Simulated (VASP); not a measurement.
Wanted: the native input for a VASP 6.6.1 run.

| Property | Result |
| --- | --- |
| Task | single point |
| Functional | r2SCAN |
| Potentials or basis | VASP PAW PBE potentials, release 64 (P) |
| Cutoff | 520 eV |
| k mesh | 9 × 9 × 1 |
| Occupations | gaussian, width 0.02 eV |
| Spin | no spin polarisation |
| Dipole correction | yes |
| Further INCAR settings | ALGO = Normal; EDIFF = 1e-06; NBANDS = 12 |

The system is P, a slab with vacuum.

```
P
1.0
     3.28000    0.00000    0.00000
    -1.64000    2.84056    0.00000
     0.00000    0.00000   28.00000
P
2
Direct
  0.33333 0.66667 0.50000
  0.66667 0.33333 0.50000
```

The input as run:

POSCAR

```
P
1.0
    3.2800000000      0.0000000000      0.0000000000
   -1.6400000000      2.8405633244      0.0000000000
    0.0000000000      0.0000000000     28.0000000000
P
2
Direct
    0.3333333333      0.6666666667      0.5000000000
    0.6666666667      0.3333333333      0.5000000000
```

INCAR.step1

```
SYSTEM = P
ALGO = Normal ; DIPOL = 0.5 0.5 0.500
EDIFF = 1E-4 ; ENCUT = 520
GGA = PE ; IDIPOL = 3
ISMEAR = 0 ; LASPH = .True.
LCHARG = .False. ; LDIPOL = .True.
LREAL = .False. ; LWAVE = .True.
NBANDS = 12 ; NELM = 80
PREC = Accurate ; SIGMA = 0.02
```

INCAR.step2

```
SYSTEM = P
ALGO = Normal ; DIPOL = 0.5 0.5 0.500
EDIFF = 1E-6 ; ENCUT = 520
IDIPOL = 3 ; ISIF = 2
ISMEAR = 0 ; ISTART = 1
LASPH = .True. ; LCHARG = .False.
LDIPOL = .True. ; LMIXTAU = .True.
LREAL = .False. ; LWAVE = .False.
METAGGA = R2SCAN ; NBANDS = 12
NELM = 80 ; PREC = Accurate
SIGMA = 0.02
```

KPOINTS

```
k-points
0
Gamma
  9 9 1
  0 0 0
```

Potentials or basis: VASP PAW PBE potentials, release 64 (P).

Run with:

```bash
$ cat potpaw_PBE.64/P/POTCAR > POTCAR
$ cp INCAR.step1 INCAR
$ mpirun -np 1 vasp_std > vasp.out
$ cp INCAR.step2 INCAR
$ mpirun -np 1 vasp_std > vasp.out
```

It gave:

| Property | Result |
| --- | --- |
| Band gap on the k mesh | zero (bands 5 and 6 overlap by 2.01 eV) |

Run time: 2.4 min on 1 thread of AMD EPYC 9R45 96-Core Processor (Zen 5) (shared host), peak memory 0.34 GiB.
